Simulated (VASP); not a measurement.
AlRu, 2 atoms in the cell. Symmetry: Pm-3m, No. 221, cubic system. The conventional cell has a = 3.009 Å, b = 3.009 Å, c = 3.009 Å, α = 90.00°, β = 90.00°, γ = 90.00°. Al (site symmetry m-3m) has 8 Ru at 2.61 Å and 6 Al at 3.01 Å within 3.4 Å. Within 3.4 Å of Ru (site symmetry m-3m) lie 8 Al at 2.61 Å and 6 Ru at 3.01 Å. 

```yaml
Program: VASP 6.6.1
Task: single point
Functional: PBE
Potentials_or_basis: VASP PAW PBE potentials, release 64 (Al, Ru_pv)
Cutoff: 520 eV
k_mesh: 14 × 14 × 14
Occupations: gaussian, width 0.1 eV
Spin: no spin polarisation
Dipole_correction: no
Further_INCAR_settings: ALGO = Normal; EDIFF = 1e-07; NBANDS = 16
```

Potentials or basis: VASP PAW PBE potentials, release 64 (Al, Ru_pv).

The run is started by

```sh
$ cat potpaw_PBE.64/Al/POTCAR potpaw_PBE.64/Ru_pv/POTCAR > POTCAR
$ mpirun -np 1 vasp_std > vasp.out
```

Hardware: 1 thread of Intel Xeon 8259CL (shared host).

Problem. How long does it take, and how much memory?

Solution. It took 44 s on 1 thread of Intel Xeon 8259CL, on a shared host, peak memory 0.17 GiB. Counts: scf iterations 13, k points 120.
